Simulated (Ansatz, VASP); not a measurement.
**One calculation of Hf3Ta2O, two programs**

```
CELL_PARAMETERS angstrom
4.78296 0.00000 0.00000
-2.39148 4.14217 0.00000
0.00000 0.00000 9.14900
ATOMIC_POSITIONS crystal
Hf 0.00000 0.00000 0.78748
Hf 0.00000 0.00000 0.21252
Hf 0.00000 0.00000 0.50000
Ta 0.33333 0.66667 0.50000
Ta 0.66667 0.33333 0.50000
O 0.00000 0.00000 0.00000
```

Alike in both runs: functional PBE; k mesh 6 × 6 × 2; occupations gaussian, width 0.1 eV; no spin polarisation.

Ansatz relaxed the structure, and its values are those at the end. VASP's run is a single point on that final structure, the one shown.

```csv
,VASP,Ansatz
version,VASP 6.6.1,Ansatz 0.2.0
potentials or method,"VASP PAW PBE potentials, release 64 (Hf_pv, Ta_pv, O), cutoff 520 eV","scalar-relativistic, plane waves, PAW"
valence electrons in the cell,58,110
```

```tsv
	VASP	Ansatz	Ansatz less VASP
gap on the k mesh at the Fermi level (eV)	none	none	-
pressure (GPa)	-0.3	0.0	+0.27
rms of the force components (eV/Å)	0.031	0.003	-0.0274
```

A gap of «none» marks a metal or a gap that the smearing closes. VASP's potentials hold 58 valence electrons a cell and Ansatz's 110, so a difference there can come from the potentials and not from the codes.

Spin-orbit coupling is off throughout.
